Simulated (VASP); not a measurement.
A run of VASP 6.6.1 is set up as follows.

INCAR

```
SYSTEM = Cd2O
ALGO = Normal
EDIFF = 1E-6
ENCUT = 520
GGA = PE
ISIF = 2
ISMEAR = 0
LASPH = .TRUE.
LCHARG = .FALSE.
LREAL = .FALSE.
LWAVE = .FALSE.
NBANDS = 39
NELM = 100
PREC = Accurate
SIGMA = 0.1
```

KPOINTS

```
k-points
0
G
  12 12 4
  0 0 0
```

Contents of POSCAR:

```
Cd2O
1.0
    3.3773277763      0.0000000000      0.0000000000
   -1.6886638882      2.9248516512      0.0000000000
    0.0000000000      0.0000000000     10.2359518246
Cd O
4 2
Direct
    0.0000000000      0.0000000000      0.0000000000
    0.3333333333      0.6666666667      0.7281453105
    0.6666666667      0.3333333333      0.2718546895
    0.0000000000      0.0000000000      0.5000000000
    0.3333333333      0.6666666667      0.1346852729
    0.6666666667      0.3333333333      0.8653147271
```

Potentials or basis: VASP PAW PBE potentials, release 64 (Cd, O).

Command:

```console
$ cat potpaw_PBE.64/Cd/POTCAR potpaw_PBE.64/O/POTCAR > POTCAR
$ mpirun -np 1 vasp_std > vasp.out
```

Question: Predict the pressure.

Answer: 0.7 GPa.

Question: What does it give for the band gap on the k mesh?

Answer: Zero (bands 30 and 31 overlap by 1.42 eV).

Stress tensor (GPa, compression positive):
```
0.68 0.00 0.00
0.00 0.68 0.00
0.00 0.00 0.78
```
